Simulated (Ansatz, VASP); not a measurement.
# One calculation of LaH3, two programs

POSCAR

```
LaH3
1.0
   -0.0557295800      2.7586142100      2.7586142100
    2.7586142100     -0.0557295800      2.7586142100
    2.7586142100      2.7586142100     -0.0557295800
La H
1 3
Direct
    0.0000000000      0.0000000000      0.0000000000
    0.5000000000      0.5000000000      0.5000000000
    0.7500000000      0.7500000000      0.7500000000
    0.2500000000      0.2500000000      0.2500000000
```

Contents of INCAR.step1:

```
SYSTEM = LaH3
ALGO = Normal
EDIFF = 1E-4
ENCUT = 520
GGA = PE
ISMEAR = -1
LASPH = .True.
LCHARG = .False.
LREAL = .False.
LWAVE = .True.
NBANDS = 15
NELM = 60
PREC = Accurate
SIGMA = 0.1
```

File INCAR.step2:

```
SYSTEM = LaH3
ALGO = Normal
EDIFF = 1E-6
ENCUT = 520
ISIF = 2
ISMEAR = -1
ISTART = 1
LASPH = .True.
LCHARG = .False.
LMIXTAU = .True.
LREAL = .False.
LWAVE = .False.
METAGGA = R2SCAN
NBANDS = 15
NELM = 60
PREC = Accurate
SIGMA = 0.1
```

The input KPOINTS:

```
k-points
0
Gamma
  11 11 11
  0 0 0
```

Input for Ansatz:

```yaml
crystal:
  lattice:
    - [-0.05572958, 2.7586142099999997, 2.7586142099999997]
    - [2.7586142099999997, -0.05572958, 2.7586142099999997]
    - [2.7586142099999997, 2.7586142099999997, -0.05572958]
  atoms:
    - { symbol: La, position: [0.0, 0.0, 0.0] }
    - { symbol: H, position: [0.5, 0.5, 0.5] }
    - { symbol: H, position: [0.75, 0.75, 0.75] }
    - { symbol: H, position: [0.25, 0.25, 0.25] }
basis:
  ecutwfc: 653.073269903712
kpoints:
  mp_grid:
    grid: [11, 11, 11]
hamiltonian:
  xc: r2scan
scf:
  occupations:
    method: fermi_dirac
    width: 0.1
output:
  stress: true
```

Alike in both runs: task single point; functional r2SCAN; k mesh 11 × 11 × 11; occupations fermi-dirac, width 0.1 eV; no spin polarisation.

```csv
,VASP,Ansatz
version,VASP 6.6.1,Ansatz 0.2.0
potentials or method,"VASP PAW PBE potentials, release 64 (La, H), cutoff 520 eV","plane waves, PAW"
valence electrons in the cell,14,14
```

Ansatz gave:

| Quantity | Value |
| --- | --- |
| pressure (GPa) | 0.1 |
| traceless stress, the component that is largest in VASP (GPa) | 1.89 |

Task: Which values does VASP return?

Result: Pressure (GPa): -0.3; traceless stress, the component that is largest in VASP (GPa): 1.89.

VASP's potentials were made for PBE, not for r2SCAN.

Spin-orbit coupling is off throughout.
